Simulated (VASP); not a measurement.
# Li7CaNb8O24 (a cell with a defect) in VASP: further runs

Runs on Li7CaNb8O24 (a cell with a defect). Level: PBE. Tasks: single point.

Program: VASP 6.6.1. These are calculated values, not measurements. Logs are shortened: lines on timing, memory, paths and dates and some standing lists are left out, and cuts for length are marked.

## 1. The cell of the first run

The cell holds a defect, 40 atoms: a = 5.550 Å, b = 11.101 Å, c = 11.101 Å, α = 55.75°, β = 55.75°, γ = 55.75°.

## 2. Single point, PBE

File INCAR:

```
SYSTEM = Li7CaNb8O24
ALGO = Normal
EDIFF = 1E-6
ENCUT = 650
GGA = PE
GGA_COMPAT = .FALSE.
ISIF = 2
ISMEAR = -1
ISYM = -1
LASPH = .TRUE.
LCHARG = .TRUE.
LELF = .TRUE.
LREAL = Auto
LVHAR = .TRUE.
LWAVE = .FALSE.
NBANDS = 166
NELECT = 280.0
NELM = 120
PREC = Accurate
SIGMA = 0.01
```

File KPOINTS:

```
explicit points
1
Reciprocal
  0.25000000   0.25000000   0.25000000 1
```

File POSCAR:

```
Li7CaNb8O24
1.0
    2.5949501352      1.4981951591      4.6722232478
   -5.1899002704      2.9963903182      9.3444464955
    0.0000000000     -5.9927806363      9.3444464955
Li Nb O Ca
7 8 24 1
Direct
    0.7237864354      0.3567916191      0.3665778390
    0.2081059328      0.1177746134      0.1140148021
    0.7401651079      0.3580354400      0.8535824793
    0.2128651517      0.1189139466      0.6069726435
    0.7148214740      0.8573619427      0.3686888347
    0.2033160178      0.6115764298      0.1182240620
    0.7208861009      0.8488809398      0.8646660080
    1.0248092189      0.5016286257      0.4980158729
    0.5098988071      0.2451490599      0.2549868489
    0.9841699417      0.4985696021      1.0180733986
    0.5136800289      0.2387233794      0.7654908809
    0.9767472174      1.0120098834      0.5065475675
    0.5055616931      0.7597267470      0.2473059445
    0.9974789073      1.0024928073      1.0060076465
    0.4814152431      0.7479666574      0.7618302286
    0.2896787934      0.3221959436      0.4369576902
    0.6211499008      0.4497525228      0.1369758019
    0.8872484188      0.1477569694      0.3125178019
    0.3925406815      0.0689423649      0.3882344743
    0.7863077836      0.1931566085      0.0674649881
    0.1406700990      0.3813793085      0.1941566736
    0.2673354914      0.3233302657      0.9383704538
    0.6851520514      0.4287098969      0.6397917228
    0.8960743253      0.1407062756      0.8162394198
    0.4018838866      0.0599374392      0.8862738159
    0.7909785033      0.1903062442      0.5705818979
    0.1671980657      0.3886347839      0.6882605829
    0.2757175491      0.8416393343      0.4212087974
    0.6322583884      0.9509901243      0.1296447813
    0.8866086065      0.6413841843      0.3221764746
    0.4008613050      0.5713019980      0.3893812844
    0.7933699765      0.6895499520      0.0705558507
    0.1442228772      0.8794787132      0.1893346256
    0.2474278373      0.8268309651      0.9363220399
    0.6335752261      0.9461170233      0.6288416555
    0.8370510756      0.6466549874      0.8368041238
    0.3833799828      0.5651221935      0.8777077172
    0.7804939868      0.6907341854      0.5719324142
    0.1311316942      0.8742054768      0.6895779050
    0.2354562958      0.6183205453      0.6224419502
```

Potentials or basis: VASP PAW PBE potentials, release 64 (Li_sv, Nb_sv, O, Ca_sv).

Launch:

```bash
$ cat potpaw_PBE.64/Li_sv/POTCAR potpaw_PBE.64/Nb_sv/POTCAR potpaw_PBE.64/O/POTCAR potpaw_PBE.64/Ca_sv/POTCAR > POTCAR
$ mpirun -np 1 vasp_std > vasp.out
```

OUTCAR:

```text
SYSTEM = Li7CaNb8O24
   EDIFF = 1E-6
   ENCUT = 650
   GGA = PE
   ISIF = 2
   ISMEAR = -1
   ISYM = -1
   LASPH = .TRUE.
   LREAL = Auto
   NELECT = 280.0
   NELM = 120
   PREC = Accurate

 ion  position               nearest neighbor table
   1  0.724  0.357  0.367-  26 2.04  21 2.06  31 2.08  16 2.27  18 2.27
   2  0.208  0.118  0.114-  18 1.97  29 2.05  22 2.06  20 2.26
   3  0.740  0.358  0.854-  37 2.06  20 2.08  27 2.10  23 2.19  24 2.26
   4  0.213  0.119  0.607-  24 2.03  16 2.05  35 2.06  26 2.21
   5  0.715  0.857  0.369-  38 2.03  19 2.04  33 2.11  28 2.25  30 2.28
   6  0.203  0.612  0.118-  30 2.01  17 2.02  34 2.13  32 2.20
   7  0.721  0.849  0.865-  39 2.04  25 2.04  32 2.05  36 2.12
   8  0.025  0.502  0.498-  23 1.91  16 1.92  30 1.93  31 2.08  38 2.10  27 2.11
   9  0.510  0.245  0.255-  19 1.88  20 1.94  21 1.97  18 2.04  16 2.07  17 2.14
  10  0.984  0.499  0.018-  17 1.88  22 1.99  36 2.01  21 2.01  32 2.03  37 2.13
  11  0.514  0.239  0.765-  25 1.89  27 1.96  26 1.99  24 2.02  22 2.02  23 2.18
  12  0.977  0.012  0.507-  35 1.88  18 1.97  28 1.99  26 1.99  39 2.05  19 2.18
  13  0.506  0.760  0.247-  33 1.92  32 1.95  31 1.96  28 2.02  29 2.06  30 2.12
  14  0.997  0.002  0.006-  29 1.90  34 1.94  24 1.96  33 2.04  20 2.06  25 2.12
  15  0.481  0.748  0.762-  37 1.89  39 1.95  38 2.00  34 2.00  36 2.04  35 2.18
  16  0.290  0.322  0.437-   8 1.92   4 2.05   9 2.07   1 2.27
  17  0.621  0.450  0.137-  10 1.88   6 2.02   9 2.14
[... 9 lines left out ...]
  27  0.167  0.389  0.688-  11 1.96   3 2.10   8 2.11  40 2.42
  28  0.276  0.842  0.421-  12 1.99  13 2.02  40 2.24   5 2.25
  29  0.632  0.951  0.130-  14 1.90   2 2.05  13 2.06
  30  0.887  0.641  0.322-   8 1.93   6 2.01  13 2.12   5 2.28
  31  0.401  0.571  0.389-  13 1.96   1 2.08   8 2.08  40 2.47
  32  0.793  0.690  0.071-  13 1.95  10 2.03   7 2.05   6 2.20
  33  0.144  0.879  0.189-  13 1.92  14 2.04   5 2.11
  34  0.247  0.827  0.936-  14 1.94  15 2.00   6 2.13
  35  0.634  0.946  0.629-  12 1.88   4 2.06  15 2.18
  36  0.837  0.647  0.837-  10 2.01  15 2.04   7 2.12  40 2.19
  37  0.383  0.565  0.878-  15 1.89   3 2.06  10 2.13
  38  0.780  0.691  0.572-  15 2.00   5 2.03   8 2.10  40 2.48
  39  0.131  0.874  0.690-  15 1.95   7 2.04  12 2.05
  40  0.235  0.618  0.622-  36 2.19  23 2.21  28 2.24  27 2.42  31 2.47  38 2.48

IMPORTANT INFORMATION: All symmetrisations will be switched off!
NOSYMM: (Re-)initialisation of all symmetry stuff for point group C_1.

----------------------------------------------------------------------------------------

                                     Primitive cell

  volume of cell :     435.9455

  direct lattice vectors                    reciprocal lattice vectors
[... 130 lines left out ...]
   TEBEG  =    0.0;   TEEND  =   0.0 temperature during run
   PSTRESS=    0.0 pullay stress
   NELECT =     280.0000    total number of electrons
   NUPDOWN=      -1.0000    fix difference up-down
   EMIN   =  10.00;   EMAX   =-10.00  energy-range for DOS
   EFERMI =   0.00;   METHOD = LEGACY
   ISMEAR =    -1;   SIGMA  =   0.01  broadening in eV -4-tet -1-fermi 0-gaus
   EFERMI_NEDOS =   21; number of points for ismear=-14 and -15
   IALGO  =     38    algorithm
   IMIX   =      4    mixing-type and parameters
     AMIX     =   0.40;   BMIX     =  1.00
     AMIX_MAG =   1.60;   BMIX_MAG =  1.00
  volume/ion in A,a.u.               =      10.90        73.55
  Fermi-wavevector in a.u.,A,eV,Ry     =   1.412484  2.669207 27.145120  1.995110
  Thomas-Fermi vector in A             =   2.534228
   LORBIT       =      0    0 simple, 1 ext, 2 COOP (PROOUT), +10 PAW based schemes
   GGA     = PE    functional components
   LHFCALC =     F    Hartree Fock is set to
   AEXX    =    0.0000 exact exchange contribution
   IVDW    =     0    specifies the selected vdW correction
   LEPSILON=     F    determine dielectric tensor
   LRPA    =     F    only Hartree local field effects (RPA)
 non-spin polarized calculation
  energy-cutoff  :      650.00
  volume of cell :      435.95
 maximum number of plane-waves:     16398
 NGX is ok and might be reduce to    48
   NGX = 23   NGY = 47   NGZ = 47

 number of electron     279.9999997 magnetization

 Free energy of the ion-electron system (eV)
  ---------------------------------------------------
  ext. energy  EPLUGINS =         0.00000000
  ---------------------------------------------------
  free energy    TOTEN  =      -313.80846654 eV

  energy without entropy =     -313.80846634  energy(sigma->0) =     -313.80846644

 E-fermi :   7.0831     XC(G=0): -10.8410

 val. band max:        6.9331330537   @ k =   0.2500   0.2500   0.2500
 cond. band min:       7.2329784416   @ k =   0.2500   0.2500   0.2500
 fundamental gap:      0.2998453879
 Fermi energy:         7.0830558020

 k-point     1 :       0.2500    0.2500    0.2500
  band No.  band energies     occupation
      1     -50.4293      2.00000
      2     -50.3831      2.00000
      3     -50.3768      2.00000
      4     -50.3419      2.00000
      5     -50.3117      2.00000
      6     -50.3093      2.00000
[... 144 lines left out ...]
    151       8.1142      0.00000
    152       8.2322      0.00000
 [bands above 152 left out]

------------------------ aborting loop because EDIFF is reached ----------------------------------------

  FORCE on cell =-STRESS in cart. coord.  units (eV):
  Direction    XX          YY          ZZ          XY          YZ          ZX
  --------------------------------------------------------------------------------------
  -------------------------------------------------------------------------------------
  Total       18.7522290     22.1998181     13.5242461      0.0186958      0.0648290      0.4608813
  in kB       68.9177749     81.5882775     49.7040082      0.0687105      0.2382580      1.6938206
  external PRESSURE =      66.7366868 kB  Pullay stress =       0.0000000 kB

 VOLUME and BASIS-vectors are now :
 -----------------------------------------------------------------------------
  energy-cutoff  :      650.00
  volume of cell :      435.95
      direct lattice vectors                 reciprocal lattice vectors
     2.594950135  1.498195159  4.672223248     0.192681930  0.111244964  0.071343623
    -5.189900270  2.996390318  9.344446495    -0.096340965  0.055622482  0.035671811
     0.000000000 -5.992780636  9.344446495    -0.000000000 -0.111244964  0.035671811

 POSITION                                       TOTAL-FORCE (eV/Angst)
 -----------------------------------------------------------------------------------
      0.02648     -0.04336     10.14118         0.001620      0.000999      0.002508
     -0.07121     -0.01858      3.13826        -0.000652      0.004117     -0.002958
      0.06252     -2.93361     14.78012         0.001563     -0.003037      0.002305
     -0.06478     -2.96223      7.77756        -0.006990      0.000534     -0.002583
     -2.59470      1.43046     14.79657        -0.001376     -0.000308     -0.001187
     -2.64643      1.42864      7.76952        -0.000291      0.002779     -0.002885
[... 32 lines left out ...]
     -4.19676     -1.31657     15.22537         0.005722      0.008576     -0.004982
     -2.59802     -1.52467     12.69434        -0.004583      0.005499      0.008649
 -----------------------------------------------------------------------------------
    total drift:                                0.006627      0.006938      0.000480

  FREE ENERGIE OF THE ION-ELECTRON SYSTEM (eV)
  ---------------------------------------------------
  free  energy   TOTEN  =      -313.8084665357 eV

  energy  without entropy=     -313.8084663385  energy(sigma->0) =     -313.80846644
```

OSZICAR:

```text
N       E                     dE             d eps       ncg     rms          rms(c)
DAV:   1     0.403500052125E+04    0.40350E+04   -0.16728E+05   332   0.209E+03
DAV:   2     0.131187935581E+03   -0.39038E+04   -0.37551E+04   388   0.716E+02
DAV:   3    -0.346958765523E+03   -0.47815E+03   -0.47338E+03   496   0.223E+02
DAV:   4    -0.379125342128E+03   -0.32167E+02   -0.32021E+02   552   0.557E+01
DAV:   5    -0.382778309904E+03   -0.36530E+01   -0.36409E+01   608   0.133E+01    0.531E+01
DAV:   6    -0.312972026896E+03    0.69806E+02   -0.38931E+02   440   0.583E+01    0.202E+01
DAV:   7    -0.313564535915E+03   -0.59251E+00   -0.38245E+01   520   0.197E+01    0.966E+00
DAV:   8    -0.313768975529E+03   -0.20444E+00   -0.35948E+00   552   0.600E+00    0.487E+00
DAV:   9    -0.313810022506E+03   -0.41047E-01   -0.11592E+00   496   0.368E+00    0.220E+00
DAV:  10    -0.313803977853E+03    0.60447E-02   -0.25911E-01   480   0.204E+00    0.617E-01
DAV:  11    -0.313805975780E+03   -0.19979E-02   -0.47311E-02   480   0.909E-01    0.309E-01
DAV:  12    -0.313807621755E+03   -0.16460E-02   -0.11567E-02   504   0.406E-01    0.170E-01
DAV:  13    -0.313808120194E+03   -0.49844E-03   -0.19286E-03   536   0.172E-01    0.861E-02
DAV:  14    -0.313808382584E+03   -0.26239E-03   -0.54429E-04   416   0.863E-02    0.366E-02
DAV:  15    -0.313808466604E+03   -0.84020E-04   -0.17251E-04   504   0.506E-02    0.256E-02
DAV:  16    -0.313808466204E+03    0.39972E-06   -0.29604E-05   504   0.198E-02    0.135E-02
DAV:  17    -0.313808466536E+03   -0.33181E-06   -0.81110E-06   344   0.999E-03
   1 F= -.31380847E+03 E0= -.31380847E+03  d E =-.197211E-06
```

Run time: 5.1 min. Hardware: 1 thread of Intel Xeon Platinum 8488C (Sapphire Rapids), shared host; peak memory 0.9 GiB.

Results:

* Free energy: -313.8085 eV
* Largest force: 0.069 eV/Å

Forces in eV/Å, atoms in the order of the input:
```
Li   0.002  0.001  0.003
Li  -0.001  0.004 -0.003
Li   0.002 -0.003  0.002
Li  -0.007  0.001 -0.003
Li  -0.001  0.000 -0.001
Li   0.000  0.003 -0.003
Li   0.007  0.001 -0.002
Nb   0.012 -0.006  0.002
Nb  -0.019 -0.001  0.008
Nb  -0.004  0.003 -0.004
Nb   0.005  0.016  0.015
Nb   0.006  0.034  0.021
Nb  -0.007 -0.008  0.015
Nb  -0.014 -0.009  0.025
Nb   0.001 -0.009  0.008
O   -0.021  0.011 -0.003
O    0.024  0.000  0.000
O   -0.002 -0.026  0.000
O   -0.012  0.012 -0.002
O    0.008 -0.018  0.000
O    0.021  0.007  0.007
O   -0.003  0.015 -0.012
O    0.066  0.012  0.013
O   -0.005 -0.020 -0.007
O   -0.016 -0.004 -0.006
O    0.002 -0.019 -0.005
O    0.017 -0.003 -0.020
O   -0.038  0.038  0.010
O    0.020  0.005 -0.003
O    0.003 -0.016  0.000
O   -0.015  0.013 -0.022
O    0.001 -0.008 -0.004
O    0.006  0.014 -0.009
O   -0.009  0.013 -0.006
O    0.012 -0.014 -0.007
O   -0.031 -0.049  0.012
O   -0.015  0.004  0.000
O    0.002 -0.008 -0.023
O    0.006  0.009 -0.005
Ca  -0.005  0.005  0.009
```

Levels at points of the mesh, in eV from the Fermi level:
```csv
k point,band 138,band 139,band 140,band 141,band 142,band 143
"(0.25, 0.25, 0.25)",-3.54,-3.49,-0.15,0.15,0.25,0.26
```

Caveat: the cell carries a net charge on a neutralising background, which shifts energy and pressure; the cell is charged against a uniform background, so pressure and absolute levels hang on convention.

(Continued in part 2 of 3.)
